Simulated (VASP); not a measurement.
# LaTlO2 (I4_1/amd) in VASP: further runs

Runs on LaTlO2. Level: PBE. Tasks: single point.

Everything below comes from runs of VASP 6.6.1. Logs are shortened: lines on timing, memory, paths and dates and some standing lists are left out, and cuts for length are marked.

### Step 1. The cell of the first run

The structure is tetragonal, space group I4_1/amd (No. 141). Conventional cell: a = 5.027 Å, b = 5.027 Å, c = 11.542 Å, α = 90.00°, β = 90.00°, γ = 90.00°. Within 3.6 Å of Tl (site symmetry -4m2) lie 6 O at 2.57 to 3.44 Å and 4 La at 3.55 Å. Within 3.1 Å of O (site symmetry 2mm) lie 3 La at 2.33 to 2.57 Å and 2 Tl at 2.57 Å and 2 O at 3.08 Å. Within 3.1 Å of La (site symmetry -4m2) lie 6 O at 2.33 to 2.57 Å.

### Step 2. Single point, PBE (18.23 Å³/atom)

The input, INCAR:

```
ALGO = Normal
EDIFF = 1E-6
ENCUT = 520
GGA = PE
ISIF = 2
ISMEAR = 0
LASPH = T
LCHARG = F
LREAL = F
LWAVE = F
NBANDS = 46
NELM = 60
PREC = Accurate
SIGMA = 0.01
```

The input, KPOINTS:

```
k-points
0
Gamma
  6 6 6
```

The input, POSCAR:

```
LaTlO2
1.0
   -2.5136449169      2.5136449169      5.7712401664
    2.5136449169     -2.5136449169      5.7712401664
    2.5136449169      2.5136449169     -5.7712401664
Tl O La
2 4 2
Direct
    0.7500000000      0.2500000000      0.5000000000
    0.0000000000      0.0000000000      0.0000000000
    0.4520396072     -0.0479603928      0.5000000000
    0.7020396072      0.7020396072      0.0000000000
    0.0479603928      0.5479603928      0.5000000000
    0.2979603928      0.2979603928      0.0000000000
    0.2500000000      0.7500000000      0.5000000000
    0.5000000000      0.5000000000      0.0000000000
```

Potentials or basis: VASP PAW PBE potentials, release 64 (Tl_d, O, La).

Run with:

```
> cat potpaw_PBE.64/Tl_d/POTCAR potpaw_PBE.64/O/POTCAR potpaw_PBE.64/La/POTCAR > POTCAR
> mpirun -np 1 vasp_std > vasp.out
```

OUTCAR:

```text
EDIFF = 1E-6
   ENCUT = 520
   GGA = PE
   ISIF = 2
   ISMEAR = 0
   LASPH = T
   LREAL = F
   NELM = 60
   PREC = Accurate

 ion  position               nearest neighbor table
   1  0.750  0.250  0.500-   6 2.57   4 2.57   6 2.57   4 2.57   7 3.55   7 3.55   7 3.55   7 3.55
                             8 3.83   2 3.83   2 3.83   8 3.83   2 3.83   8 3.83   8 3.83   2 3.83
   2  0.000  0.000  0.000-   5 2.57   3 2.57   5 2.57   3 2.57   8 3.55   8 3.55   8 3.55   8 3.55
                             1 3.83   7 3.83   7 3.83   1 3.83   1 3.83   7 3.83   7 3.83   1 3.83
   3  0.452  0.952  0.500-   7 2.33   8 2.57   2 2.57   2 2.57   8 2.57
   4  0.702  0.702  0.000-   8 2.33   1 2.57   7 2.57   1 2.57   7 2.57
   5  0.048  0.548  0.500-   7 2.33   2 2.57   8 2.57   2 2.57   8 2.57
   6  0.298  0.298  0.000-   8 2.33   7 2.57   1 2.57   7 2.57   1 2.57
   7  0.250  0.750  0.500-   3 2.33   5 2.33   4 2.57   6 2.57   6 2.57   4 2.57   1 3.55   1 3.55
                             1 3.55   1 3.55   2 3.83   2 3.83   2 3.83   2 3.83
   8  0.500  0.500  0.000-   4 2.33   6 2.33   5 2.57   3 2.57   5 2.57   3 2.57   2 3.55   2 3.55
                             2 3.55   2 3.55   1 3.83   1 3.83   1 3.83   1 3.83

  LATTYP: Found a body centered tetragonal cell.
 ALAT       =     5.0272898338
 C/A-ratio  =     2.2959647672

  Lattice vectors:

 A1 = (  -2.5136449169,   2.5136449169,   5.7712401664)
 A2 = (   2.5136449169,  -2.5136449169,   5.7712401664)
 A3 = (   2.5136449169,   2.5136449169,  -5.7712401664)

Analysis of symmetry for initial positions (statically):
=====================================================================
 Subroutine PRICEL returns:
 Original cell was already a primitive cell.

 Routine SETGRP: Setting up the symmetry group for a
 body centered tetragonal supercell.

 Subroutine GETGRP returns: Found 16 space group operations
 (whereof  8 operations were pure point group operations)
 out of a pool of 16 trial point group operations.

The static configuration has the point symmetry D_2d.
 The point group associated with its full space group is D_4h.

Analysis of symmetry for dynamics (positions and initial velocities):
=====================================================================
 Subroutine PRICEL returns:
 Original cell was already a primitive cell.

 Routine SETGRP: Setting up the symmetry group for a
 body centered tetragonal supercell.

 Subroutine GETGRP returns: Found 16 space group operations
 (whereof  8 operations were pure point group operations)
 out of a pool of 16 trial point group operations.

The dynamic configuration has the point symmetry D_2d.
 The point group associated with its full space group is D_4h.

 Subroutine INISYM returns: Found 16 space group operations
 (whereof  8 operations are pure point group operations),
 and found     1 'primitive' translations

----------------------------------------------------------------------------------------

                                     Primitive cell

  volume of cell :     145.8603

  direct lattice vectors                    reciprocal lattice vectors
    -2.513644917  2.513644917  5.771240166     0.000000000  0.198914332  0.086636492
     2.513644917 -2.513644917  5.771240166     0.198914332  0.000000000  0.086636492
     2.513644917  2.513644917 -5.771240166     0.198914332  0.198914332  0.000000000

  length of vectors
     6.778202903  6.778202903  6.778202903     0.216962654  0.216962654  0.281307346

  position of ions in fractional coordinates (direct lattice)
     0.750000000  0.250000000  0.500000000
     0.000000000  0.000000000  0.000000000
     0.452039607  0.952039607  0.500000000
     0.702039607  0.702039607  0.000000000
     0.047960393  0.547960393  0.500000000
     0.297960393  0.297960393  0.000000000
     0.250000000  0.750000000  0.500000000
     0.500000000  0.500000000  0.000000000

  ion indices of the primitive-cell ions
   primitive index   ion index
                 1           1
                 2           2
                 3           3
                 4           4
                 5           5
                 6           6
                 7           7
                 8           8

----------------------------------------------------------------------------------------

 KPOINTS: k-points

Automatic generation of k-mesh.
 Grid dimensions read from file:
 generate k-points for:    6    6    6

 Generating k-lattice:

  Cartesian coordinates                     Fractional coordinates (reciprocal lattice)
     0.000000000  0.033152389  0.014439415     0.166666667 -0.000000000  0.000000000
     0.033152389  0.000000000  0.014439415    -0.000000000  0.166666667  0.000000000
     0.033152389  0.033152389  0.000000000     0.000000000  0.000000000  0.166666667

  Length of vectors
     0.036160442  0.036160442  0.046884558

  Shift w.r.t. Gamma in fractional coordinates (k-lattice)
     0.000000000  0.000000000  0.000000000

 Subroutine IBZKPT returns following result:
 ===========================================

 Found     30 irreducible k-points:

 Following reciprocal coordinates:
            Coordinates               Weight
  0.000000  0.000000  0.000000      1.000000
  0.166667  0.000000 -0.000000      8.000000
  0.333333  0.000000 -0.000000      8.000000
  0.500000  0.000000 -0.000000      4.000000
  0.166667  0.166667 -0.000000      8.000000
  0.333333  0.166667 -0.000000     16.000000
[... 16 lines left out ...]
 -0.333333 -0.333333  0.166667      8.000000
 -0.166667 -0.333333  0.166667      8.000000
 [... further k-points ...]
   k-points           NKPTS =     30   k-points in BZ     NKDIM =     30   number of bands    NBANDS=     46
   number of dos      NEDOS =    301   number of ions     NIONS =      8
   total plane-waves  NPLWV = 125000
   dimension x,y,z NGX =    50 NGY =   50 NGZ =   50
   dimension x,y,z NGXF=   100 NGYF=  100 NGZF=  100
   ions per type =               2   4   2
   NGX,Y,Z   is equivalent  to a cutoff of  12.26, 12.26, 12.26 a.u.
   NGXF,Y,Z  is equivalent  to a cutoff of  24.53, 24.53, 24.53 a.u.
 SYSTEM =  unknown system
   PREC   = accura    normal or accurate (medium, high low for compatibility)
   ISTART =      0    job   : 0-new  1-cont  2-samecut
   ICHARG =      2    charge: 1-file 2-atom 10-const
   ISPIN  =      1    spin polarized calculation?
   LNONCOLLINEAR =      F non collinear calculations
   LSORBIT =      F    spin-orbit coupling
   LASPH  =      T    aspherical Exc in radial PAW
   ENCUT  =  520.0 eV  38.22 Ry    6.18 a.u.  12.60 12.60 12.60*2*pi/ulx,y,z
   NELM   =     60;   NELMIN=  2; NELMDL= -5     # of ELM steps
   EDIFF  = 0.1E-05   stopping-criterion for ELM
   LREAL  =      F    real-space projection
   EDIFFG = 0.1E-04   stopping-criterion for IOM
   NSW    =      0    number of steps for IOM
   IBRION =     -1    ionic relax: 0-MD 1-quasi-New 2-CG
   NFREE  =      0    steps in history (QN), initial steepest desc. (CG)
   ISIF   =      2    stress and relaxation
   ISYM   =      2    0-nonsym 1-usesym 2-fastsym
   POTIM  = 0.5000    time-step for ionic-motion
   TEBEG  =    0.0;   TEEND  =   0.0 temperature during run
   PSTRESS=    0.0 pullay stress
   NELECT =      72.0000    total number of electrons
   NUPDOWN=      -1.0000    fix difference up-down
   EMIN   =  10.00;   EMAX   =-10.00  energy-range for DOS
   EFERMI =   0.00;   METHOD = LEGACY
   ISMEAR =     0;   SIGMA  =   0.01  broadening in eV -4-tet -1-fermi 0-gaus
   EFERMI_NEDOS =   21; number of points for ismear=-14 and -15
   IALGO  =     38    algorithm
   IMIX   =      4    mixing-type and parameters
     AMIX     =   0.40;   BMIX     =  1.00
     AMIX_MAG =   1.60;   BMIX_MAG =  1.00
  volume/ion in A,a.u.               =      18.23       123.04
  Fermi-wavevector in a.u.,A,eV,Ry     =   1.293818  2.444962 22.775692  1.673966
  Thomas-Fermi vector in A             =   2.425440
   LORBIT       =      0    0 simple, 1 ext, 2 COOP (PROOUT), +10 PAW based schemes
   GGA     = PE    functional components
   LHFCALC =     F    Hartree Fock is set to
   AEXX    =    0.0000 exact exchange contribution
   IVDW    =     0    specifies the selected vdW correction
   LEPSILON=     F    determine dielectric tensor
   LRPA    =     F    only Hartree local field effects (RPA)
 non-spin polarized calculation
 Gauss-broadening in eV      SIGMA  =   0.01
  energy-cutoff  :      520.00
  volume of cell :      145.86
 maximum number of plane-waves:      3961
   NGX = 25   NGY = 25   NGZ = 25

 number of electron      71.9999999 magnetization

 Free energy of the ion-electron system (eV)
  ---------------------------------------------------
  ext. energy  EPLUGINS =         0.00000000
  ---------------------------------------------------
  free energy    TOTEN  =       -51.32051432 eV

  energy without entropy =      -51.32051432  energy(sigma->0) =      -51.32051432

 E-fermi :   7.3736     XC(G=0): -10.3976

 val. band max:        7.3099085464   @ k =   0.3333   0.3333   0.1667
 cond. band min:       8.1717503730   @ k =   0.0000   0.0000   0.0000
 fundamental gap:      0.8618418266
 Fermi energy:         7.3735754727

 k-point     1 :       0.0000    0.0000    0.0000
  band No.  band energies     occupation
      1     -24.6034      2.00000
      2     -24.4355      2.00000
      3     -11.6955      2.00000
      4     -10.8612      2.00000
      5     -10.4543      2.00000
      6     -10.3543      2.00000
[... 38 lines left out ...]
     45      10.5849      0.00000
     46      10.5902      0.00000

 k-point     2 :       0.1667    0.0000   -0.0000
  band No.  band energies     occupation
      1     -24.5937      2.00000
      2     -24.4423      2.00000
      3     -11.6922      2.00000
      4     -10.9921      2.00000
      5     -10.5216      2.00000
      6     -10.4468      2.00000
[... 1070 lines left out ...]
 k-point    24 :      -0.1667   -0.3333    0.1667
  band No.  band energies     occupation
      1     -24.5739      2.00000
      2     -24.4629      2.00000
      3     -11.6005      2.00000
      4     -11.0994      2.00000
      5     -10.5330      2.00000
      6     -10.4321      2.00000
[... 38 lines left out ...]
     45      10.5024      0.00000
     46      10.5903      0.00000

 [... further k-points ...]

------------------------ aborting loop because EDIFF is reached ----------------------------------------

  FORCE on cell =-STRESS in cart. coord.  units (eV):
  Direction    XX          YY          ZZ          XY          YZ          ZX
  --------------------------------------------------------------------------------------
  -------------------------------------------------------------------------------------
  Total        5.0187806      5.0187806      6.0463006      0.0000000      0.0000000      0.0000000
  in kB       55.1279438     55.1279438     66.4145629      0.0000000      0.0000000      0.0000000
  external PRESSURE =      58.8901501 kB  Pullay stress =       0.0000000 kB

 VOLUME and BASIS-vectors are now :
 -----------------------------------------------------------------------------
  energy-cutoff  :      520.00
  volume of cell :      145.86
      direct lattice vectors                 reciprocal lattice vectors
    -2.513644917  2.513644917  5.771240166     0.000000000  0.198914332  0.086636492
     2.513644917 -2.513644917  5.771240166     0.198914332  0.000000000  0.086636492
     2.513644917  2.513644917 -5.771240166     0.198914332  0.198914332  0.000000000

 POSITION                                       TOTAL-FORCE (eV/Angst)
 -----------------------------------------------------------------------------------
      0.00000      2.51364      2.88562         0.000000      0.000000      0.000000
      0.00000      0.00000      0.00000         0.000000      0.000000      0.000000
      2.51364      0.00000      5.21766         0.000000     -0.000000      0.245127
      0.00000      0.00000      8.10328        -0.000000      0.000000      0.245127
      2.51364      0.00000      0.55358         0.000000     -0.000000     -0.245127
      0.00000      0.00000      3.43920        -0.000000      0.000000     -0.245127
      2.51364      0.00000      2.88562         0.000000      0.000000      0.000000
      0.00000      0.00000      5.77124         0.000000      0.000000      0.000000
 -----------------------------------------------------------------------------------
    total drift:                               -0.000000      0.000000      0.000000

  FREE ENERGIE OF THE ION-ELECTRON SYSTEM (eV)
  ---------------------------------------------------
  free  energy   TOTEN  =       -51.3205143204 eV

  energy  without entropy=      -51.3205143204  energy(sigma->0) =      -51.32051432
```

Run time: 13 min. Hardware: 1 thread of Oxide Virtual Turin-like, shared host; peak memory 0.44 GiB.

What came out:

```yaml
Free_energy: -51.3205 eV
Pressure: 5.9 GPa
Largest_force: 0.245 eV/Å
Band_gap_on_the_k_mesh: 0.86 eV (least direct gap 1.31 eV)
```

Forces on the atoms (eV/Å):
```
Tl   0.000  0.000  0.000
Tl   0.000  0.000  0.000
O    0.000  0.000  0.245
O    0.000  0.000  0.245
O    0.000  0.000 -0.245
O    0.000  0.000 -0.245
La   0.000  0.000  0.000
La   0.000  0.000  0.000
```

Caveat: the cell stands under pressure; spin-orbit coupling is left out, which moves the levels of the heavy elements. A k mesh can miss the band edges.

(Part 1 of 3 ends here.)
